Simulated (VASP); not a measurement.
The system is TaN.

```xyz
2
Lattice="0.0000 2.1989 2.1989 2.1989 0.0000 2.1989 2.1989 2.1989 0.0000" Properties=species:S:1:pos:R:3 pbc="T T T"
Ta    2.1989    2.1989    2.1989
N     0.0000    0.0000    0.0000
```

Base run:

| Item | Value |
| --- | --- |
| Program | VASP 6.6.1 |
| Functional | r2SCAN |
| Potentials or basis | VASP PAW PBE potentials, release 64 (Ta_pv, N) |
| Cutoff | 520 eV |
| k mesh | 8 × 8 × 8 |
| Occupations | gaussian, width 0.1 eV |
| Spin | no spin polarisation |

Its results: band gap on the k mesh zero (band 8 reaches 11.54 eV, above the bottom of band 9 at 7.45 eV); pressure 1.8 GPa.

Task: The run is repeated on the same cell with these changes: potentials or basis from VASP PAW PBE potentials, release 64 (Ta_pv, N) to VASP PAW PBE potentials, release 64 (Ta_sv_GW, N); cutoff from 520 eV to 660 eV; further incar settings from ALGO = Normal; EDIFF = 1e-06; NBANDS = 15 to ALGO = Normal; EDIFF = 1e-06; NBANDS = 16; valence electrons from 16 to 18. What comes out?

Result: Band gap on the k mesh zero (band 9 reaches 15.81 eV, above the bottom of band 10 at 11.72 eV); pressure -0.2 GPa.

Caveats: the PAW data sets were made with another functional, which shifts forces and pressure a little; spin-orbit coupling is left out, which moves the levels of the heavy elements.
